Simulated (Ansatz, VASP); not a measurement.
# Ta: VASP beside Ansatz

INCAR

```
  PREC = Accurate
  ENCUT = 500
  EDIFF = 1E-6
  ISMEAR = -1
  SIGMA = 0.1
  LREAL = F
  LASPH = T
  NELM = 120
  ALGO = Normal
  ISIF = 2
  LWAVE = F
  LCHARG = T
  GGA = B5
  ALDAX = 1.0
  AGGAX = 1.0
  AGGAC = 1.0
  ALDAC = 0.0
  LELF = T
  LVHAR = T
  NBANDS = 12
  GGA_COMPAT = F
```

The input KPOINTS:

```
regular mesh
0
Gamma
  22 22 22
```

The input POSCAR:

```
Ta
1.0
   -1.6318459748      1.6318459748      1.6318459748
    1.6318459748     -1.6318459748      1.6318459748
    1.6318459748      1.6318459748     -1.6318459748
Ta
1
Direct
    0.0000000000      0.0000000000      0.0000000000
```

Input for Ansatz:

```yaml
crystal:
  lattice:
    - [-1.6318459748, 1.6318459748, 1.6318459748]
    - [1.6318459748, -1.6318459748, 1.6318459748]
    - [1.6318459748, 1.6318459748, -1.6318459748]
  atoms:
    - { symbol: Ta, position: [0.0, 0.0, 0.0] }
hamiltonian:
  xc: blyp
  pseudopotentials:
    kind: paw
    azcp:
      Ta: "pseudopotentials/Ta.paw.azcp"
basis:
  ecutwfc: 420
  fft_grid_basis: typed
kpoints:
  mp_grid: { grid: [22, 22, 22], shift: [0, 0, 0] }
magnetization:
  spin_polarized: false
scf:
  occupations: { method: fermi_dirac, width: 0.1 }
output:
  stress: true
```

Alike in both runs: task single point; functional BLYP; k mesh 22 × 22 × 22; occupations fermi-dirac, width 0.1 eV; no spin polarisation.

|  | VASP | Ansatz |
| --- | --- | --- |
| version | VASP 6.6.1 | Ansatz 0.2.0 |
| potentials or method | VASP PAW PBE potentials, release 64 (Ta_sv_GW), cutoff 500 eV | plane waves (420 eV) with PAW, scalar-relativistic |
| valence electrons in the cell | 13 | 13 |

VASP gave:

* pressure (GPa): 16.8

Q: What did Ansatz give for the same quantities?

A: Pressure (GPa): 17.4.

VASP's potentials were made for PBE, not for BLYP. The functional is the same, so the differences come from potentials, cutoffs and numerics.

Neither program's run includes spin-orbit coupling.
